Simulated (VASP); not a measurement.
# Ti3Al (P-6m2) in VASP: further runs

Runs on Ti3Al. Level: LDA. Tasks: single point.

Program: VASP 6.6.1. These are calculated values, not measurements. Logs are shortened: lines on timing, memory, paths and dates and some standing lists are left out, and cuts for length are marked.

## 1. The cell of the first run

The structure is hexagonal, space group P-6m2 (No. 187). The conventional cell has a = 2.772 Å, b = 2.772 Å, c = 8.771 Å, α = 90.00°, β = 90.00°, γ = 120.00°. Ti (site symmetry -6m2) has 12 Ti at 2.70 to 2.77 Å within 3.6 Å. Ti (site symmetry 3m) has 9 Ti at 2.70 to 2.77 Å and 3 Al at 2.73 Å within 3.6 Å. Within 3.6 Å of Al (site symmetry -6m2) lie 6 Ti at 2.73 Å and 6 Al at 2.77 Å.

## 2. Single point, LDA, collinear spin (14.60 Å³/atom)

Input file INCAR:

```
SYSTEM = Ti3Al
PREC = Accurate
ENCUT = 520
EDIFF = 1E-6
ISMEAR = 0
SIGMA = 0.15
LREAL = .FALSE.
LASPH = .TRUE.
NELM = 150
ALGO = Fast
ISIF = 2
LWAVE = .FALSE.
LCHARG = .FALSE.
ISPIN = 2
MAGMOM = 0.5 0.5 0.5 0
LORBIT = 11
NUPDOWN = 1.5
LMAXMIX = 4
GGA = CA
NBANDS = 32
```

Input file KPOINTS:

```
regular mesh
0
G
  18 18 6
  0 0 0
```

Input file POSCAR:

```
Ti3Al
1.0
    2.7723817465      0.0000000000      0.0000000000
   -1.3861908733      2.4009530215      0.0000000000
    0.0000000000      0.0000000000      8.7711624128
Ti Al
3 1
Direct
    0.6666666667      0.3333333333      0.0000000000
    0.3333333333      0.6666666667      0.7515223655
    0.3333333333      0.6666666667      0.2484776345
    0.6666666667      0.3333333333      0.5000000000
```

Potentials or basis: VASP PAW LDA potentials, release 64 (Ti_sv, Al).

On the command line:

```bash
cat potpaw_LDA.64/Ti_sv/POTCAR potpaw_LDA.64/Al/POTCAR > POTCAR
mpirun -np 1 vasp_std > vasp.out
```

OUTCAR:

```text
SYSTEM = Ti3Al
   PREC = Accurate
   ENCUT = 520
   EDIFF = 1E-6
   ISMEAR = 0
   LREAL = .FALSE.
   LASPH = .TRUE.
   NELM = 150
   ISIF = 2
   ISPIN = 2
   LORBIT = 11
   NUPDOWN = 1.5
   GGA = CA

 ion  position               nearest neighbor table
   1  0.667  0.333  0.000-   2 2.70   3 2.70   2 2.70   3 2.70   2 2.70   3 2.70
   2  0.333  0.667  0.752-   1 2.70   1 2.70   1 2.70   4 2.73   4 2.73   4 2.73
   3  0.333  0.667  0.248-   1 2.70   1 2.70   1 2.70   4 2.73   4 2.73   4 2.73
   4  0.667  0.333  0.500-   2 2.73   3 2.73   2 2.73   3 2.73   2 2.73   3 2.73

  LATTYP: Found a hexagonal cell.
 ALAT       =     2.7723817465
 C/A-ratio  =     3.1637643062

  Lattice vectors:

 A1 = (   2.7723817465,   0.0000000000,   0.0000000000)
 A2 = (  -1.3861908733,   2.4009530215,   0.0000000000)
 A3 = (   0.0000000000,   0.0000000000,   8.7711624128)

Analysis of symmetry for initial positions (statically):
=====================================================================
 Subroutine PRICEL returns:
 Original cell was already a primitive cell.

 Routine SETGRP: Setting up the symmetry group for a
 hexagonal supercell.

 Subroutine GETGRP returns: Found 12 space group operations
 (whereof 12 operations were pure point group operations)
 out of a pool of 24 trial point group operations.

The static configuration has the point symmetry D_3h.

Analysis of symmetry for dynamics (positions and initial velocities):
=====================================================================
 Subroutine PRICEL returns:
 Original cell was already a primitive cell.

 Routine SETGRP: Setting up the symmetry group for a
 hexagonal supercell.

 Subroutine GETGRP returns: Found 12 space group operations
 (whereof 12 operations were pure point group operations)
 out of a pool of 24 trial point group operations.

The dynamic configuration has the point symmetry D_3h.

Analysis of structural, dynamic, and magnetic symmetry:
=====================================================================
 Subroutine PRICEL returns:
 Original cell was already a primitive cell.

 Routine SETGRP: Setting up the symmetry group for a
 hexagonal supercell.

 Subroutine GETGRP returns: Found 12 space group operations
 (whereof 12 operations were pure point group operations)
 out of a pool of 24 trial point group operations.

The overall configuration has the point symmetry D_3h.

 Subroutine INISYM returns: Found 12 space group operations
 (whereof 12 operations are pure point group operations),
 and found     1 'primitive' translations

----------------------------------------------------------------------------------------

                                     Primitive cell

  volume of cell :      58.3840

  direct lattice vectors                    reciprocal lattice vectors
     2.772381746  0.000000000  0.000000000     0.360700687  0.208250639  0.000000000
    -1.386190873  2.400953021  0.000000000     0.000000000  0.416501277  0.000000000
     0.000000000  0.000000000  8.771162413     0.000000000  0.000000000  0.114009974

  length of vectors
     2.772381746  2.772381747  8.771162413     0.416501277  0.416501277  0.114009974

  position of ions in fractional coordinates (direct lattice)
     0.666666667  0.333333333  0.000000000
     0.333333333  0.666666667  0.751522366
     0.333333333  0.666666667  0.248477634
     0.666666667  0.333333333  0.500000000

  ion indices of the primitive-cell ions
   primitive index   ion index
                 1           1
                 2           2
                 3           3
                 4           4

----------------------------------------------------------------------------------------

 KPOINTS: regular mesh

Automatic generation of k-mesh.
 Grid dimensions read from file:
 generate k-points for:   18   18    6

 Generating k-lattice:

  Cartesian coordinates                     Fractional coordinates (reciprocal lattice)
     0.020038927  0.011569480  0.000000000     0.055555556  0.000000000  0.000000000
     0.000000000  0.023138960  0.000000000     0.000000000  0.055555556  0.000000000
     0.000000000  0.000000000  0.019001662     0.000000000  0.000000000  0.166666667

  Length of vectors
     0.023138960  0.023138960  0.019001662

  Shift w.r.t. Gamma in fractional coordinates (k-lattice)
     0.000000000  0.000000000  0.000000000

 Subroutine IBZKPT returns following result:
 ===========================================

 Found    148 irreducible k-points:

 Following reciprocal coordinates:
            Coordinates               Weight
  0.000000  0.000000  0.000000      1.000000
  0.055556 -0.000000  0.000000      6.000000
  0.111111 -0.000000  0.000000      6.000000
  0.166667 -0.000000  0.000000      6.000000
  0.222222  0.000000  0.000000      6.000000
  0.277778 -0.000000  0.000000      6.000000
[... 16 lines left out ...]
  0.333333  0.111111  0.000000     12.000000
  0.388889  0.111111  0.000000     12.000000
 [... further k-points ...]
   k-points           NKPTS =    148   k-points in BZ     NKDIM =    148   number of bands    NBANDS=     32
   number of dos      NEDOS =    301   number of ions     NIONS =      4
   total plane-waves  NPLWV =  40320
   dimension x,y,z NGX =    24 NGY =   24 NGZ =   70
   dimension x,y,z NGXF=    48 NGYF=   48 NGZF=  140
   ions per type =               3   1
   NGX,Y,Z   is equivalent  to a cutoff of  14.39, 14.39, 13.27 a.u.
   NGXF,Y,Z  is equivalent  to a cutoff of  28.78, 28.78, 26.54 a.u.
 SYSTEM =  Ti3Al
   PREC   = accura    normal or accurate (medium, high low for compatibility)
   ISTART =      0    job   : 0-new  1-cont  2-samecut
   ICHARG =      2    charge: 1-file 2-atom 10-const
   ISPIN  =      2    spin polarized calculation?
   LNONCOLLINEAR =      F non collinear calculations
   LSORBIT =      F    spin-orbit coupling
   LASPH  =      T    aspherical Exc in radial PAW
   ENCUT  =  520.0 eV  38.22 Ry    6.18 a.u.   5.15  5.15 16.31*2*pi/ulx,y,z
   NELM   =    150;   NELMIN=  2; NELMDL= -5     # of ELM steps
   EDIFF  = 0.1E-05   stopping-criterion for ELM
   LREAL  =      F    real-space projection
   EDIFFG = 0.1E-04   stopping-criterion for IOM
   NSW    =      0    number of steps for IOM
   IBRION =     -1    ionic relax: 0-MD 1-quasi-New 2-CG
   NFREE  =      0    steps in history (QN), initial steepest desc. (CG)
   ISIF   =      2    stress and relaxation
   ISYM   =      2    0-nonsym 1-usesym 2-fastsym
   POTIM  = 0.5000    time-step for ionic-motion
   TEBEG  =    0.0;   TEEND  =   0.0 temperature during run
   PSTRESS=    0.0 pullay stress
   NELECT =      39.0000    total number of electrons
   NUPDOWN=       1.5000    fix difference up-down
   EMIN   =  10.00;   EMAX   =-10.00  energy-range for DOS
   EFERMI =   0.00;   METHOD = LEGACY
   ISMEAR =     0;   SIGMA  =   0.15  broadening in eV -4-tet -1-fermi 0-gaus
   EFERMI_NEDOS =   21; number of points for ismear=-14 and -15
   IALGO  =     68    algorithm
   IMIX   =      4    mixing-type and parameters
     AMIX     =   0.40;   BMIX     =  1.00
     AMIX_MAG =   1.60;   BMIX_MAG =  1.00
  volume/ion in A,a.u.               =      14.60        98.50
  Fermi-wavevector in a.u.,A,eV,Ry     =   1.431084  2.704356 27.864746  2.048001
  Thomas-Fermi vector in A             =   2.550859
   LORBIT       =     11    0 simple, 1 ext, 2 COOP (PROOUT), +10 PAW based schemes
   GGA     = CA    functional components
   LHFCALC =     F    Hartree Fock is set to
   AEXX    =    0.0000 exact exchange contribution
   IVDW    =     0    specifies the selected vdW correction
   LEPSILON=     F    determine dielectric tensor
   LRPA    =     F    only Hartree local field effects (RPA)
 spin polarized calculation
 RMM-DIIS sequential band-by-band and
 Gauss-broadening in eV      SIGMA  =   0.15
  energy-cutoff  :      520.00
  volume of cell :       58.38
 maximum number of plane-waves:      1592
 NGX is ok and might be reduce to    24
   NGX = 11   NGY = 11   NGZ = 33

 number of electron      38.9999991 magnetization       1.5000000

 Free energy of the ion-electron system (eV)
  ---------------------------------------------------
  ext. energy  EPLUGINS =         0.00000000
  ---------------------------------------------------
  free energy    TOTEN  =       -29.95567194 eV

  energy without entropy =      -29.90906932  energy(sigma->0) =      -29.93237063

 E-fermi :   9.3301     XC(G=0): -12.1825

 val. band max:        9.7871896321   @ k =   0.2778   0.1667   0.5000
 cond. band min:       9.3320203164   @ k =   0.1667   0.1667   0.1667
 fundamental gap:     -0.4551693156
 Fermi energy:         9.7901461818

 spin component 1

 k-point     1 :       0.0000    0.0000    0.0000
  band No.  band energies     occupation
      1     -46.3333      1.00000
      2     -46.2330      1.00000
      3     -46.1206      1.00000
      4     -23.4076      1.00000
      5     -22.9821      1.00000
      6     -22.4862      1.00000
[... 805 lines left out ...]
     30      14.3610      0.00000
     31      14.9961      0.00000

 [... further k-points ...]

 spin component 2

 k-point     1 :       0.0000    0.0000    0.0000
  band No.  band energies     occupation
      1     -46.0695      1.00000
      2     -45.9628      1.00000
      3     -45.8576      1.00000
      4     -23.1407      1.00000
      5     -22.7088      1.00000
      6     -22.2225      1.00000
[... 805 lines left out ...]
     30      14.6359      0.00000
     31      15.2594      0.00000

 [... further k-points ...]

 [bands above 31 left out]

------------------------ aborting loop because EDIFF is reached ----------------------------------------

  FORCE on cell =-STRESS in cart. coord.  units (eV):
  Direction    XX          YY          ZZ          XY          YZ          ZX
  --------------------------------------------------------------------------------------
  -------------------------------------------------------------------------------------
  Total        4.5008776      4.5008776      5.8301017     -0.0000000     -0.0000000      0.0000000
  in kB      123.5133600    123.5133600    159.9900111     -0.0000000     -0.0000000      0.0000000
  external PRESSURE =     135.6722437 kB  Pullay stress =       0.0000000 kB

 VOLUME and BASIS-vectors are now :
 -----------------------------------------------------------------------------
  energy-cutoff  :      520.00
  volume of cell :       58.38
      direct lattice vectors                 reciprocal lattice vectors
     2.772381746  0.000000000  0.000000000     0.360700687  0.208250639  0.000000000
    -1.386190873  2.400953021  0.000000000     0.000000000  0.416501277  0.000000000
     0.000000000  0.000000000  8.771162413     0.000000000  0.000000000  0.114009974

 POSITION                                       TOTAL-FORCE (eV/Angst)
 -----------------------------------------------------------------------------------
      1.38619      0.80032      0.00000         0.000000      0.000000      0.000000
     -0.00000      1.60064      6.59172        -0.000000     -0.000000     -0.190785
     -0.00000      1.60064      2.17944        -0.000000      0.000000      0.190785
      1.38619      0.80032      4.38558         0.000000      0.000000      0.000000
 -----------------------------------------------------------------------------------
    total drift:                                0.000000     -0.000000      0.000000

  FREE ENERGIE OF THE ION-ELECTRON SYSTEM (eV)
  ---------------------------------------------------
  free  energy   TOTEN  =       -29.9556719360 eV

  energy  without entropy=      -29.9090693190  energy(sigma->0) =      -29.93237063

 total charge

# of ion       s       p       d       tot
------------------------------------------
    1        2.294   6.152   2.080  10.526
    2        2.269   6.161   2.053  10.482
    3        2.269   6.161   2.053  10.482
    4        0.451   0.426   0.000   0.877
--------------------------------------------------
tot          7.282  18.900   6.186  32.368

 magnetization (x)

# of ion       s       p       d       tot
------------------------------------------
    1        0.003   0.038   0.280   0.320
    2        0.006   0.034   0.297   0.337
    3        0.006   0.034   0.297   0.337
    4        0.006   0.025   0.000   0.031
--------------------------------------------------
tot          0.020   0.132   0.873   1.025
```

It took 53 min on 1 thread of Oxide Virtual Turin-like, shared host; peak memory 0.43 GiB.

Results:

```yaml
Free_energy: -29.9557 eV
Pressure: 13.6 GPa
Largest_force: 0.191 eV/Å
Net_moment: 1.50 μB per cell
Site_moments: Ti +0.32, +0.34 (each value once); Al +0.03 μB
Valence_electrons_inside_the_program's_atomic_spheres: Ti 10.53, 10.48 (each value once); Al 0.88
```

Forces on the atoms (eV/Å):
```
Ti   0.000  0.000  0.000
Ti   0.000  0.000 -0.191
Ti   0.000  0.000  0.191
Al   0.000  0.000  0.000
```

Stress tensor (GPa, compression positive):
```
12.35  0.00  0.00
 0.00 12.35  0.00
 0.00  0.00 16.00
```

Caveat: the cell stands under pressure; the total moment is fixed, so each spin has its own Fermi level and the state may be an excited one.

## 3. Single point, LDA, collinear spin (17.48 Å³/atom)

This run uses another cell than the first one, of 17.48 Å³/atom.

Input file INCAR:

```
SYSTEM = Ti3Al
PREC = Accurate
ENCUT = 520
EDIFF = 1E-6
ISMEAR = 0
SIGMA = 0.15
LREAL = .False.
LASPH = .True.
NELM = 150
ALGO = Fast
ISIF = 2
LWAVE = .False.
LCHARG = .True.
ISPIN = 2
MAGMOM = 0.667 0.667 0.667 0
LORBIT = 11
NUPDOWN = 2.0
LMAXMIX = 4
LELF = .True.
LVHAR = .True.
NBANDS = 32
```

Input file KPOINTS:

```
regular mesh
0
Gamma
  18 18 6
  0 0 0
```

Input file POSCAR:

```
Ti3Al
1.0
    2.9442887422      0.0000000000      0.0000000000
   -1.4721443711      2.5498288469      0.0000000000
    0.0000000000      0.0000000000      9.3150356298
Ti Al
3 1
Direct
    0.6666666667      0.3333333333      0.0000000000
    0.3333333333      0.6666666667      0.7515223655
    0.3333333333      0.6666666667      0.2484776345
    0.6666666667      0.3333333333      0.5000000000
```

Potentials or basis: VASP PAW LDA potentials, release 64 (Ti_sv, Al).

On the command line:

```bash
cat potpaw_LDA.64/Ti_sv/POTCAR potpaw_LDA.64/Al/POTCAR > POTCAR
mpirun -np 1 vasp_std > vasp.out
```

OUTCAR:

```text
SYSTEM = Ti3Al
   PREC = Accurate
   ENCUT = 520
   EDIFF = 1E-6
   ISMEAR = 0
   LREAL = .False.
   LASPH = .True.
   NELM = 150
   ISIF = 2
   ISPIN = 2
   LORBIT = 11
   NUPDOWN = 2.0

 ion  position               nearest neighbor table
   1  0.667  0.333  0.000-   2 2.87   3 2.87   2 2.87   3 2.87   2 2.87   3 2.87
   2  0.333  0.667  0.752-   1 2.87   1 2.87   1 2.87   4 2.89   4 2.89   4 2.89
   3  0.333  0.667  0.248-   1 2.87   1 2.87   1 2.87   4 2.89   4 2.89   4 2.89
   4  0.667  0.333  0.500-   2 2.89   3 2.89   2 2.89   3 2.89   2 2.89   3 2.89

  LATTYP: Found a hexagonal cell.
 ALAT       =     2.9442887422
 C/A-ratio  =     3.1637643062

  Lattice vectors:

 A1 = (   2.9442887422,   0.0000000000,   0.0000000000)
 A2 = (  -1.4721443711,   2.5498288469,   0.0000000000)
 A3 = (   0.0000000000,   0.0000000000,   9.3150356298)

Analysis of symmetry for initial positions (statically):
=====================================================================
 Subroutine PRICEL returns:
 Original cell was already a primitive cell.

 Routine SETGRP: Setting up the symmetry group for a
 hexagonal supercell.

[... 1839 lines left out ...]
  --------------------------------------------------------------------------------------
  -------------------------------------------------------------------------------------
  Total       -3.7614962     -3.7614962     -3.2084852      0.0000000      0.0000000     -0.0000000
  in kB      -86.1777711    -86.1777711    -73.5080112      0.0000000      0.0000000     -0.0000000
  external PRESSURE =     -81.9545178 kB  Pullay stress =       0.0000000 kB

 VOLUME and BASIS-vectors are now :
 -----------------------------------------------------------------------------
  energy-cutoff  :      520.00
  volume of cell :       69.93
      direct lattice vectors                 reciprocal lattice vectors
     2.944288742  0.000000000  0.000000000     0.339640602  0.196091593  0.000000000
    -1.472144371  2.549828847  0.000000000     0.000000000  0.392183186  0.000000000
     0.000000000  0.000000000  9.315035630     0.000000000  0.000000000  0.107353320

 POSITION                                       TOTAL-FORCE (eV/Angst)
 -----------------------------------------------------------------------------------
      1.47214      0.84994      0.00000         0.000000      0.000000     -0.000000
     -0.00000      1.69989      7.00046         0.000000     -0.000000     -0.097701
     -0.00000      1.69989      2.31458        -0.000000     -0.000000      0.097701
      1.47214      0.84994      4.65752         0.000000     -0.000000     -0.000000
 -----------------------------------------------------------------------------------
    total drift:                                0.000000     -0.000000     -0.000000

  FREE ENERGIE OF THE ION-ELECTRON SYSTEM (eV)
  ---------------------------------------------------
  free  energy   TOTEN  =       -29.9284500599 eV

  energy  without entropy=      -29.8654016897  energy(sigma->0) =      -29.89692587

 total charge

# of ion       s       p       d       tot
------------------------------------------
    1        2.252   6.119   1.908  10.279
    2        2.232   6.117   1.903  10.252
    3        2.232   6.117   1.903  10.252
    4        0.441   0.360   0.000   0.802
--------------------------------------------------
tot          7.157  18.714   5.714  31.585

 magnetization (x)

# of ion       s       p       d       tot
------------------------------------------
    1        0.001   0.033   0.321   0.355
    2        0.006   0.031   0.451   0.488
    3        0.006   0.031   0.451   0.488
    4        0.002   0.021   0.000   0.024
--------------------------------------------------
tot          0.015   0.117   1.222   1.354
```

stdout:

```text
POSCAR found type information on POSCAR TiAl
 POSCAR found :  2 types and       4 ions
 scaLAPACK will be used
 LDA part: xc-table for (Slater(with rela. corr.)+CA(PZ))
 , standard interpolation
 POSCAR, INCAR and KPOINTS ok, starting setup
 FFT: planning ... GRIDC
 FFT: planning ... GRID_SOFT
 FFT: planning ... GRID
 WAVECAR not read
 entering main loop
WARNING in EDDRMM: call to ZHEGV failed, returncode =   8  4     26
WARNING in EDDRMM: call to ZHEGV failed, returncode =   6  3      9
WARNING in EDDRMM: call to ZHEGV failed, returncode =   8  4     31
WARNING in EDDRMM: call to ZHEGV failed, returncode =   8  4     30
WARNING in EDDRMM: call to ZHEGV failed, returncode =   6  3     11
WARNING in EDDRMM: call to ZHEGV failed, returncode =   6  3     27
WARNING in EDDRMM: call to ZHEGV failed, returncode =   6  3     22
WARNING in EDDRMM: call to ZHEGV failed, returncode =   6  3     20
WARNING in EDDRMM: call to ZHEGV failed, returncode =   8  4      9
WARNING in EDDRMM: call to ZHEGV failed, returncode =   6  3     17
[... 21 lines left out ...]
WARNING in EDDRMM: call to ZHEGV failed, returncode =   8  4     12
WARNING in EDDRMM: call to ZHEGV failed, returncode =   8  4      5
WARNING in EDDRMM: call to ZHEGV failed, returncode =   6  3     23
WARNING in EDDRMM: call to ZHEGV failed, returncode =   6  3     10
WARNING in EDDRMM: call to ZHEGV failed, returncode =   8  4     10
WARNING in EDDRMM: call to ZHEGV failed, returncode =   8  4     31
WARNING in EDDRMM: call to ZHEGV failed, returncode =   8  4     10
WARNING in EDDRMM: call to ZHEGV failed, returncode =   8  4      7
WARNING in EDDRMM: call to ZHEGV failed, returncode =   6  3     11
WARNING in EDDRMM: call to ZHEGV failed, returncode =   8  4     11
```

It took 43 min on 1 thread of Oxide Virtual Turin-like, shared host; peak memory 0.49 GiB.

What came out:

* Free energy: -29.9285 eV
* Pressure: -8.2 GPa
* Largest force: 0.098 eV/Å
* Net moment: 2.00 μB per cell
* Site moments: Ti +0.35, +0.49 (each value once); Al +0.02 μB
* Valence electrons inside the program's atomic spheres: Ti 10.28, 10.25 (each value once); Al 0.80

Forces on the atoms (eV/Å):
```
Ti   0.000  0.000  0.000
Ti   0.000  0.000 -0.098
Ti   0.000  0.000  0.098
Al   0.000  0.000  0.000
```

Caveat: the cell stands under tension; the total moment is fixed, so each spin has its own Fermi level and the state may be an excited one.
